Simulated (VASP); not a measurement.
Wanted: the native input for a VASP 6.6.1 run.

| Item | Value |
| --- | --- |
| Task | single point |
| Functional | RPBE |
| Dispersion | D3(BJ) |
| Potentials or basis | VASP PAW PBE potentials, release 64 (Pt, Se) |
| Cutoff | 520 eV |
| k mesh | 8 × 8 × 5 |
| Occupations | fermi-dirac, width 0.05 eV |
| Spin | no spin polarisation |
| Dipole correction | no |
| Further INCAR settings | ALGO = Normal; EDIFF = 1e-07; NBANDS = 18 |

The structure of PtSe2 (Sudovikovite) lies in POSCAR:

```
PtSe2
1.0
    3.6990059583      0.0000000000      0.0000000000
   -1.8495029792      3.2034331287      0.0000000000
    0.0000000000      0.0000000000      5.0280258220
Pt Se
1 2
Direct
    0.0000000000      0.0000000000      0.0000000000
    0.6666666667      0.3333333333      0.7500000000
    0.3333333333      0.6666666667      0.2500000000
```

The input as run:

INCAR

```
SYSTEM = PtSe2
ALGO = Normal
EDIFF = 1E-7
ENCUT = 520
GGA = RP
ISIF = 2
ISMEAR = -1
IVDW = 12
LASPH = .TRUE.
LCHARG = .FALSE.
LREAL = .FALSE.
LWAVE = .FALSE.
NBANDS = 18
NELM = 80
PREC = Accurate
SIGMA = 0.05
```

KPOINTS

```
k-points
0
G
  8 8 5
  0 0 0
```

Potentials or basis: VASP PAW PBE potentials, release 64 (Pt, Se).

Run with:

```bash
$ cat potpaw_PBE.64/Pt/POTCAR potpaw_PBE.64/Se/POTCAR > POTCAR
$ mpirun -np 1 vasp_std > vasp.out
```

Results of the run:

```
Pressure                   : -7.8 GPa
Largest force              : 0.585 eV/Å
Band gap on the k mesh     : zero (band 11 reaches 7.33 eV, above the bottom of band 12 at 7.06 eV)
Dispersion energy per atom : -2.152 eV
```

Caveat: the PAW data sets were made with another functional, which shifts forces and pressure a little; spin-orbit coupling is left out, which moves the levels of the heavy elements; pairwise dispersion overbinds metals, which lowers pressure and volume.

Wall time 31 s on 1 thread of Intel(R) Xeon(R) Platinum 8488C (Sapphire Rapids), on a shared host, peak memory 0.21 GiB.
